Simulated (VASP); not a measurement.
# Fe (P6/mmm) in VASP: relaxation of cell and atoms with LDA

Aim: the relaxation of cell and atoms of Fe with LDA.

Everything below comes from runs of VASP 6.6.1. Logs are shortened: lines on timing, memory, paths and dates and some standing lists are left out, and cuts for length are marked.

### 1 The cell of the first run

The structure is hexagonal, space group P6/mmm (No. 191). Conventional cell: a = 3.420 Å, b = 3.420 Å, c = 2.120 Å, α = 90.00°, β = 90.00°, γ = 120.00°. Within 2.8 Å of Fe (site symmetry 6/mmm) lie 14 Fe at 2.12 to 2.24 Å. Within 2.6 Å of Fe (site symmetry -6m2) lie 11 Fe at 1.97 to 2.24 Å.

This isn't the form of Fe at room conditions, which is bcc.

### 2 Relaxation of cell and atoms, LDA, collinear spin, ferromagnetic start, target pressure 210 GPa, at which the enthalpy is minimised

The input, INCAR:

```
PREC = Accurate
ENCUT = 600
EDIFF = 1E-6
ISMEAR = -1
SIGMA = 0.05
LREAL = F
LASPH = T
NELM = 150
ALGO = Normal
ISIF = 3
LWAVE = F
LCHARG = F
ISPIN = 2
MAGMOM = 2.5 2.5 2.5
LORBIT = 11
LMAXMIX = 4
IBRION = 2
NSW = 60
EDIFFG = -0.005
PSTRESS = 2100.0
```

The input, KPOINTS:

```
Automatic mesh
0
Gamma
  11 11 15
```

The input, POSCAR:

```
Fe
1.0
    3.4200697156      0.0000000000      0.0000000000
   -1.7100348578      2.9618672564      0.0000000000
    0.0000000000      0.0000000000      2.1204432237
Fe
3
Direct
    0.0000000000      0.0000000000      0.0000000000
    0.3333333333      0.6666666667      0.5000000000
    0.6666666667      0.3333333333      0.5000000000
```

Potentials or basis: VASP PAW LDA potentials, release 64 (Fe).

The run is started by

```console
cat potpaw_LDA.64/Fe/POTCAR > POTCAR
mpirun -np 1 vasp_std > vasp.out
```

OUTCAR:

```text
PREC = Accurate
   ENCUT = 600
   EDIFF = 1E-6
   ISMEAR = -1
   LREAL = F
   LASPH = T
   NELM = 150
   ISIF = 3
   ISPIN = 2
   LORBIT = 11
   IBRION = 2
   NSW = 60
   EDIFFG = -0.005
   PSTRESS = 2100.0

 ion  position               nearest neighbor table
   1  0.000  0.000  0.000-   2 2.24   3 2.24   2 2.24   3 2.24   2 2.24   2 2.24   3 2.24   3 2.24
                             3 2.24   3 2.24   2 2.24   2 2.24
   2  0.333  0.667  0.500-   3 1.97   3 1.97   3 1.97   1 2.24   1 2.24   1 2.24   1 2.24   1 2.24
                             1 2.24   3 2.90   3 2.90   3 2.90   3 2.90   3 2.90   3 2.90
   3  0.667  0.333  0.500-   2 1.97   2 1.97   2 1.97   1 2.24   1 2.24   1 2.24   1 2.24   1 2.24
                             1 2.24   2 2.90   2 2.90   2 2.90   2 2.90   2 2.90   2 2.90

  LATTYP: Found a hexagonal cell.
 ALAT       =     3.4200697156
 C/A-ratio  =     0.6200000000

  Lattice vectors:

 A1 = (   3.4200697156,   0.0000000000,   0.0000000000)
 A2 = (  -1.7100348578,   2.9618672564,   0.0000000000)
 A3 = (   0.0000000000,   0.0000000000,   2.1204432237)

Analysis of symmetry for initial positions (statically):
=====================================================================
 Subroutine PRICEL returns:
 Original cell was already a primitive cell.

 Routine SETGRP: Setting up the symmetry group for a
 hexagonal supercell.

 Subroutine GETGRP returns: Found 24 space group operations
 (whereof 24 operations were pure point group operations)
 out of a pool of 24 trial point group operations.

The static configuration has the point symmetry D_6h.

Analysis of symmetry for dynamics (positions and initial velocities):
=====================================================================
 Subroutine PRICEL returns:
 Original cell was already a primitive cell.

 Routine SETGRP: Setting up the symmetry group for a
 hexagonal supercell.

 Subroutine GETGRP returns: Found 24 space group operations
 (whereof 24 operations were pure point group operations)
 out of a pool of 24 trial point group operations.

The dynamic configuration has the point symmetry D_6h.

Analysis of structural, dynamic, and magnetic symmetry:
=====================================================================
 Subroutine PRICEL returns:
 Original cell was already a primitive cell.

 Routine SETGRP: Setting up the symmetry group for a
 hexagonal supercell.

 Subroutine GETGRP returns: Found 24 space group operations
 (whereof 24 operations were pure point group operations)
 out of a pool of 24 trial point group operations.

The overall configuration has the point symmetry D_6h.
[... 113 lines left out ...]
   NUPDOWN=      -1.0000    fix difference up-down
   EMIN   =  10.00;   EMAX   =-10.00  energy-range for DOS
   EFERMI =   0.00;   METHOD = LEGACY
   ISMEAR =    -1;   SIGMA  =   0.05  broadening in eV -4-tet -1-fermi 0-gaus
   EFERMI_NEDOS =   21; number of points for ismear=-14 and -15
   IALGO  =     38    algorithm
   IMIX   =      4    mixing-type and parameters
     AMIX     =   0.40;   BMIX     =  1.00
     AMIX_MAG =   1.60;   BMIX_MAG =  1.00
  volume/ion in A,a.u.               =       7.16        48.32
  Fermi-wavevector in a.u.,A,eV,Ry     =   1.698776  3.210222 39.264247  2.885841
  Thomas-Fermi vector in A             =   2.779214
   LORBIT       =     11    0 simple, 1 ext, 2 COOP (PROOUT), +10 PAW based schemes
   GGA     = CA    functional components
   LHFCALC =     F    Hartree Fock is set to
   AEXX    =    0.0000 exact exchange contribution
   IVDW    =     0    specifies the selected vdW correction
   LEPSILON=     F    determine dielectric tensor
   LRPA    =     F    only Hartree local field effects (RPA)
 conjugate gradient relaxation of ions
 spin polarized calculation
  energy-cutoff  :      600.00
  volume of cell :       21.48
 maximum number of plane-waves:       735
 NGX is ok and might be reduce to    28
   NGX = 13   NGY = 13   NGZ =  9

--------------------------------------- Ionic step        1  -------------------------------------------

 number of electron      24.0000008 magnetization       0.0016056

 number of electron      24.0000008 magnetization      -0.0001959

 Free energy of the ion-electron system (eV)
  ---------------------------------------------------
  ext. energy  EPLUGINS =         0.00000000
  ---------------------------------------------------
  free energy    TOTEN  =       -24.02945721 eV

  energy without entropy =      -24.00255064  energy(sigma->0) =      -24.01600393

------------------------ aborting loop because EDIFF is reached ----------------------------------------

  FORCE on cell =-STRESS in cart. coord.  units (eV):
  Direction    XX          YY          ZZ          XY          YZ          ZX
  --------------------------------------------------------------------------------------
  -------------------------------------------------------------------------------------
  Total       27.1803476     27.1803476     26.9605988      0.0000000     -0.0000000      0.0000000
  in kB     2027.3950923   2027.3950922   2011.0039259      0.0000000     -0.0000000      0.0000000
  external PRESSURE =     -78.0686299 kB  Pullay stress =    2100.0000000 kB
[... 192 lines left out ...]
 number of electron      24.0000008 magnetization      -0.0000059

 number of electron      24.0000008 magnetization       0.0000056

 Free energy of the ion-electron system (eV)
  ---------------------------------------------------
  ext. energy  EPLUGINS =         0.00000000
  ---------------------------------------------------
  free energy    TOTEN  =       -23.83705754 eV

  energy without entropy =      -23.81050163  energy(sigma->0) =      -23.82377959

 E-fermi :  12.0447     XC(G=0): -16.2589

 val. band max:       12.0440241431   @ k =   0.2727   0.0909   0.0667
 cond. band min:      12.0482065257   @ k =   0.1818   0.0909   0.0667
 fundamental gap:      0.0041823826
 Fermi energy:        12.0446576558

 spin component 1

 k-point     1 :       0.0000    0.0000    0.0000
  band No.  band energies     occupation
      1       0.9519      1.00000
      2       4.5648      1.00000
      3       7.5418      1.00000
      4       7.5418      1.00000
      5       7.5517      1.00000
      6       7.5517      1.00000
[... 541 lines left out ...]
     19      25.9391      0.00000
     20      27.5335      0.00000

 [... further k-points ...]

 spin component 2

 k-point     1 :       0.0000    0.0000    0.0000
  band No.  band energies     occupation
      1       0.9519      1.00000
      2       4.5648      1.00000
      3       7.5418      1.00000
      4       7.5418      1.00000
      5       7.5517      1.00000
      6       7.5517      1.00000
[... 577 lines left out ...]
  energy  without entropy=      -23.8105016337  energy(sigma->0) =      -23.82377959

  enthalpy is  TOTEN    =         4.1204823261 eV   P V=       27.9575398672

 reached required accuracy - stopping structural energy minimisation

 total charge

# of ion       s       p       d       tot
------------------------------------------
    1        0.733   1.069   6.900   8.702
    2        0.763   1.073   7.000   8.836
    3        0.763   1.073   7.000   8.836
--------------------------------------------------
tot          2.260   3.216  20.899  26.375

 magnetization (x)

# of ion       s       p       d       tot
------------------------------------------
    1        0.000   0.000  -0.000  -0.000
    2       -0.000  -0.000  -0.000  -0.000
    3       -0.000  -0.000  -0.000  -0.000
--------------------------------------------------
tot          0.000  -0.000  -0.000  -0.000
```

OSZICAR:

```text
N       E                     dE             d eps       ncg     rms          rms(c)
DAV:   1     0.169878487593E+03    0.16988E+03   -0.11811E+04 11224   0.201E+03
DAV:   2    -0.176254115432E+02   -0.18750E+03   -0.17593E+03 10240   0.332E+02
[... 52 lines left out ...]
       N       E                     dE             d eps       ncg     rms          rms(c)
DAV:   1    -0.238371639405E+02    0.57670E-03   -0.54221E-03 11256   0.604E-01    0.704E-02
DAV:   2    -0.238371498823E+02    0.14058E-04   -0.56175E-04 11616   0.465E-01    0.104E-01
DAV:   3    -0.238370894977E+02    0.60385E-04   -0.58932E-04 12336   0.442E-01    0.466E-02
DAV:   4    -0.238370581036E+02    0.31394E-04   -0.71947E-05 16864   0.135E-01    0.658E-03
DAV:   5    -0.238370575411E+02    0.56250E-06   -0.24724E-06  7556   0.223E-02
   6 F= 0.41204823E+01 E0= 0.41337603E+01  d E =-.754450E-04  mag=    -0.0000
```

CONTCAR:

```text
Fe
   1.00000000000000
     3.4140718424046907    0.0000000000000000    0.0000000000000000
    -1.7070359212023454    2.9566729458314760   -0.0000000000000000
     0.0000000000000000   -0.0000000000000000    2.1130720100468903
  Fe
     3
Direct
     0.0000000000000000    0.0000000000000000    0.0000000000000000
     0.3333333332999970    0.6666666667000030    0.5000000000000000
     0.6666666667000030    0.3333333332999970    0.5000000000000000

  0.00000000E+00  0.00000000E+00  0.00000000E+00
  0.00000000E+00  0.00000000E+00  0.00000000E+00
  0.00000000E+00  0.00000000E+00  0.00000000E+00
```

Wall time 3.4 min (1 thread of Intel Xeon 6975P-C (Granite Rapids), shared host); peak memory 0.21 GiB.

Results:

| Property | Result |
| --- | --- |
| Free energy | -23.8371 eV |
| Relaxed volume | 7.11 Å³/atom |
| Relaxed cell | a = 3.414 Å, b = 3.414 Å, c = 2.113 Å, α = 90.00°, β = 90.00°, γ = 120.00° |
| Space group after relaxing (to 0.1 Å) | P6/mmm (No. 191) |
| Energy change on relaxing (the run minimises the enthalpy) | +64.1 meV/atom |
| Ionic steps | 6 |
| Pressure after relaxing | 210.0 GPa |
| Band gap on the k mesh | zero (filled and empty bands overlap) |
| Net moment | 0.00 μB per cell |

The path:
```
step  energy change (eV)  largest force (eV/Å)  pressure (GPa)  volume (Å³)
   1              0.0000                0.0000          202.19        21.48
   2              1.5428                0.0000          263.64        20.41
   3              0.1887                0.0000          209.87        21.33
   4              0.1933                0.0000          210.05        21.33
   5              0.1917                0.0000          209.95        21.33
   6              0.1924                0.0000          210.00        21.33
```

Final structure:
```cif
data_structure
_symmetry_space_group_name_H-M 'P 1'
_symmetry_Int_Tables_number 1
_cell_length_a 3.4141
_cell_length_b 3.4141
_cell_length_c 2.1131
_cell_angle_alpha 90.000
_cell_angle_beta 90.000
_cell_angle_gamma 120.000
_cell_volume 21.33
loop_
_atom_site_label
_atom_site_type_symbol
_atom_site_fract_x
_atom_site_fract_y
_atom_site_fract_z
_atom_site_occupancy
Fe1 Fe 0.00000 0.00000 0.00000 1
Fe2 Fe 0.33333 0.66667 0.50000 1
Fe3 Fe 0.66667 0.33333 0.50000 1
```

Caveat: the cell is relaxed towards a set pressure, so the run minimises the enthalpy, not the energy; atoms lie so close that the PAW spheres overlap strongly, which falsifies energies and pressures; the moments typed at the start vanished in this run.
